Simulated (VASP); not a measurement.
The system is MnHg.

```
CELL_PARAMETERS angstrom
3.31500 0.00000 0.00000
0.00000 3.31500 0.00000
0.00000 0.00000 3.31500
ATOMIC_POSITIONS crystal
Mn 0.50000 0.50000 0.50000
Hg 0.00000 0.00000 0.00000
```

Base run:

| Quantity | Value |
| --- | --- |
| Program | VASP 6.6.1 |
| Functional | PBE |
| Potentials or basis | VASP PAW PBE potentials, release 64 (Mn_pv, Hg) |
| Cutoff | 520 eV |
| k mesh | 10 × 10 × 10 |
| Occupations | fermi-dirac, width 0.1 eV |
| Spin | collinear spin, ferromagnetic start |
| Starting moments | [3.9, 0.0] μB |

Its results: pressure 0.7 GPa; site moments Mn +3.80; Hg -0.06 μB.

Problem. The run is repeated on the same cell with these changes: moments at the start from [3.9, 0.0] to [0.78, 0.0]; fixed moment from none to 0.78 μB. What comes out?

Solution. Pressure -12.7 GPa; site moments Mn +0.88; Hg -0.05 μB.

Caveats: the total moment is fixed, so each spin has its own Fermi level (some runs).
